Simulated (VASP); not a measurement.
Runs of VASP 6.6.1 on Mg5Te2. The structure is that of space group R-3m (No. 166), or close to it. The cells are those of the table. 

```csv
task,cell,k mesh,cutoff (eV),smearing,gap on the mesh (eV),pressure (GPa),largest force (eV/Å)
single point,"a = 6.453 Å, angles 57.8°, 7 atoms",3 × 3 × 3,600,gaussian 0.1 eV,none,-0.3,0.07
single point,"a = 13.967 Å, angles 16.7°, 7 atoms",5 × 5 × 5,520,gaussian 0.2 eV,none,0.1,(a)
single point,"a = 6.416 Å, angles 60.6°, 7 atoms",3 × 3 × 3,600,gaussian 0.2 eV,none,0.1,0.02
relaxation of cell and atoms,"relaxed from a = 6.037 Å, angles 65.3°, 7 atoms",3 × 3 × 3,600,gaussian 0.2 eV,none,0.2,0.07
single point,"a = 6.453 Å, angles 57.8°, 7 atoms",3 × 3 × 3,520,gaussian 0.2 eV,none,-0.3,0.07
single point,"a = 7.733 Å, angles 44.9°, 7 atoms",3 × 3 × 3,600,gaussian 0.2 eV,none,0.0,0.04
```

Alike in all rows: level PBE; potentials or basis VASP PAW PBE potentials, release 64 (Mg, Te); no spin polarisation.

Fill in the values left out.

(a) 0.06.

Caveats: some runs use coarse meshes; spin-orbit coupling is left out, which moves the levels of the heavy elements; the relaxation stopped at a loose force limit of 0.08 eV/Å, so its end isn't a converged minimum (some runs).

A k mesh can miss the band edges, and the runs leave out spin-orbit coupling on Te.

A gap of «none» marks levels without a gap at the run's occupations.
